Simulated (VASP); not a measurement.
Here is a VASP 6.6.1 calculation.

File INCAR:

```
PREC = Accurate
ENCUT = 600
EDIFF = 1E-6
ISMEAR = 0
SIGMA = 0.1
LREAL = False
LASPH = True
NELM = 60
ALGO = Normal
ISIF = 3
LWAVE = False
LCHARG = False
GGA = PS
IBRION = 2
NSW = 100
EDIFFG = -0.002
```

Contents of KPOINTS:

```
regular mesh
0
Gamma
  12 12 12
```

POSCAR

```
Ge
1.0
    0.0000000000      2.8290000000      2.8290000000
    2.8290000000      0.0000000000      2.8290000000
    2.8290000000      2.8290000000      0.0000000000
Ge
2
Direct
    0.0000000000      0.0000000000      0.0000000000
    0.2500000000      0.2500000000      0.2500000000
```

Potentials or basis: VASP PAW PBE potentials, release 64 (Ge_d).

Run with:

```bash
$ cat potpaw_PBE.64/Ge_d/POTCAR > POTCAR
$ mpirun -np 1 vasp_std > vasp.out
```

Q: Predict the relaxed cell.

A: a = 4.012 Å, b = 4.012 Å, c = 4.012 Å, α = 60.00°, β = 60.00°, γ = 60.00°.

Q: Predict the band gap on the k mesh.

A: Zero (filled and empty bands touch).

Final structure:
```
Ge
1.0
     0.00000    2.83663    2.83663
     2.83663    0.00000    2.83663
     2.83663    2.83663    0.00000
Ge
2
Cartesian
  0.0000 0.0000 0.0000
  1.4183 1.4183 1.4183
```

Caveat: semilocal functionals underestimate gaps, and a narrow one can read as zero.
